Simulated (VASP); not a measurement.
Wanted: the native input for a VASP 6.6.1 run.

| Item | Value |
| --- | --- |
| Task | single point |
| Functional | RPBE |
| Potentials or basis | VASP PAW PBE potentials, release 64 (Os) |
| Cutoff | 520 eV |
| k mesh | 15 × 15 × 4 |
| Occupations | fermi-dirac, width 0.1 eV |
| Spin | no spin polarisation |
| Dipole correction | no |
| Further INCAR settings | ALGO = Normal; EDIFF = 1e-07; NBANDS = 24 |

The structure of Os lies in POSCAR:

```
Os
1.0
    2.7150514710      0.0000000000      0.0000000000
   -1.3575257355      2.3513035464      0.0000000000
    0.0000000000      0.0000000000      8.7148847614
Os
4
Direct
    0.0000000000      1.0000000000      0.0000000000
    0.0000000000      1.0000000000      0.5000000000
    0.3333333333      0.6666666667      0.2500000000
    0.6666666667      0.3333333333      0.7500000000
```

This cell differs from its parent crystal: volume scaled by 0.96.

These files were run (other wordings do the same):

INCAR

```
SYSTEM = Os
PREC     = Accurate       ! precision mode
ENCUT    = 520            ! plane-wave cutoff, eV
EDIFF    = 1E-7           ! SCF threshold, eV
ISMEAR   = -1             ! smearing method
SIGMA    = 0.1            ! smearing width, eV
LREAL    = .False.        ! projectors in reciprocal space
LASPH    = .True.         ! aspherical terms in the spheres
NELM     = 60             ! most SCF steps
ALGO     = Normal         ! electronic algorithm
ISIF     = 2              ! what is computed and relaxed
LWAVE    = .False.        ! write WAVECAR
LCHARG   = .False.        ! write CHGCAR
GGA      = RP             ! functional
NBANDS   = 24             ! bands
```

KPOINTS

```
Automatic mesh
0
Gamma
  15 15 4
  0 0 0
```

Potentials or basis: VASP PAW PBE potentials, release 64 (Os).

Launch:

```bash
$ cat potpaw_PBE.64/Os/POTCAR > POTCAR
$ mpirun -np 1 vasp_std > vasp.out
```

It gave:

| Item | Value |
| --- | --- |
| Pressure | 16.6 GPa |
| Band gap on the k mesh | zero (band 16 reaches 11.79 eV, above the bottom of band 17 at 8.17 eV) |

Caveat: the PAW data sets were made with another functional, which shifts forces and pressure a little; spin-orbit coupling is left out, which moves the levels of the heavy elements.

Wall time 73 s on 1 thread of AMD EPYC 9R45 96-Core Processor (Zen 5), on a shared host, peak memory 0.2 GiB.
